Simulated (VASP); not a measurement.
# CO2: single point with r2SCAN+D3(BJ)

CO2:

```xyz
36
Lattice="8.5889 0.0000 0.0000 0.0000 8.5889 0.0000 0.0000 0.0000 8.5889" Properties=species:S:1:pos:R:3 pbc="T T T"
C     5.1753    7.5392    1.9648
C     2.6881    2.4106    4.8416
C     0.4100    6.5620    8.1011
C     2.8898    0.7075    8.5506
C     7.8333    1.2544    2.3131
C     3.4338    4.1306    1.5210
C     5.6733    4.3299    4.2577
C    -0.3014    3.6026    0.5207
C     0.6767    5.3533    4.0391
C     8.3660    1.5181    5.8159
C     6.3197    8.0681    5.8153
C     3.7217    6.5423    6.6250
O     4.3916    8.1898    1.4063
O     5.6999    6.7332    2.6268
O     2.3502    3.0115    5.8610
O     3.0926    1.8226    3.9014
O    -0.4615    7.3014    8.2007
O     1.2300    5.6957    8.1457
O     1.9314    0.4891    9.1829
O     3.9285    0.8572    8.0040
O     8.7264    0.7701    2.7648
O     6.8228    1.4860    1.7498
O     4.2463    3.3468    1.5324
O     2.7375    4.9935    1.5516
O     4.9699    4.4391    5.1706
O     6.4060    4.0569    3.4139
O     0.7111    2.9851    0.6266
O    -1.1949    4.2277    0.2376
O     0.1010    6.4305    4.2249
O     1.1074    4.2503    3.8485
O     9.0164    0.6119    5.6145
O     7.7719    2.4354    6.0694
O     6.4072    7.0351    6.2589
O     5.7322    8.9982    5.3601
O     3.6085    5.8221    7.5164
O     3.8390    7.1125    5.6555
```

```
Program                : VASP 6.6.1
Task                   : single point
Functional             : r2SCAN
Dispersion             : D3(BJ)
Potentials or basis    : VASP PAW PBE potentials, release 64 (C, O)
Cutoff                 : 520 eV
k mesh                 : 1 × 1 × 1
Occupations            : fermi-dirac, width 0.02 eV
Spin                   : no spin polarisation
Dipole correction      : no
Further INCAR settings : LREAL = Auto; ALGO = Normal; EDIFF = 1e-06; NBANDS = 120
```

The pressure is 3.3 GPa, the largest force is 7.593 eV/Å and the band gap on the k mesh is 6.03 eV. The dispersion energy per atom is -0.029 eV.

Forces on the atoms (eV/Å):
```
C   -1.712 -0.974  0.767
C   -0.136  1.383  3.133
C    2.329 -3.421  0.916
C    1.628  0.049 -0.306
C   -6.036  0.850 -3.557
C    2.003 -1.693 -0.054
C   -0.031 -0.875  0.799
C    5.185 -2.894 -0.181
C   -2.188  1.647  0.231
C    0.914 -0.578  0.086
C   -4.350  4.184 -2.353
C   -0.154 -2.391  1.771
O    0.829  0.290  0.130
O    1.269  0.132  0.045
O    1.185 -2.589 -4.014
O   -0.810  0.947  1.255
O   -1.173  1.839 -0.018
O   -1.755  1.942 -0.764
O   -0.102  0.072 -0.518
O   -1.884  0.351 -0.274
O    5.742 -1.936  3.303
O    0.293  0.911  0.305
O    3.152 -3.933 -0.186
O   -5.044  5.661  0.408
O   -1.014  0.654  0.761
O    1.321  0.053 -1.547
O   -1.548  0.576  0.559
O   -3.860  2.418 -0.455
O    2.961 -4.747 -0.777
O   -1.034  3.205  0.313
O    2.309 -3.759 -0.854
O   -3.096  4.595  1.031
O    2.255 -4.420  1.921
O    2.299  0.181  0.078
O    0.379 -0.535  1.725
O   -0.127  2.806 -3.679
```

Stress tensor (GPa, compression positive):
```
 4.29 -3.19  1.23
-3.19  3.95 -3.07
 1.23 -3.07  1.68
```

Levels at points of the mesh, in eV from the valence-band top:
| k point | band 93 | band 94 | band 95 | band 96 | band 97 | band 98 | band 99 | band 100 |
| --- | --- | --- | --- | --- | --- | --- | --- | --- |
| (0.00, 0.00, 0.00) | -0.20 | -0.18 | -0.13 | 0.00 | 6.03 | 6.67 | 7.15 | 7.44 |

Wall time 3.7 min on 1 thread of AMD EPYC 9R45 96-Core Processor (Zen 5), with other jobs on the host, peak memory 0.58 GiB.

Caveat: the k points lie up to 0.73 Å⁻¹ apart; the PAW data sets were made with another functional, which shifts forces and pressure a little.
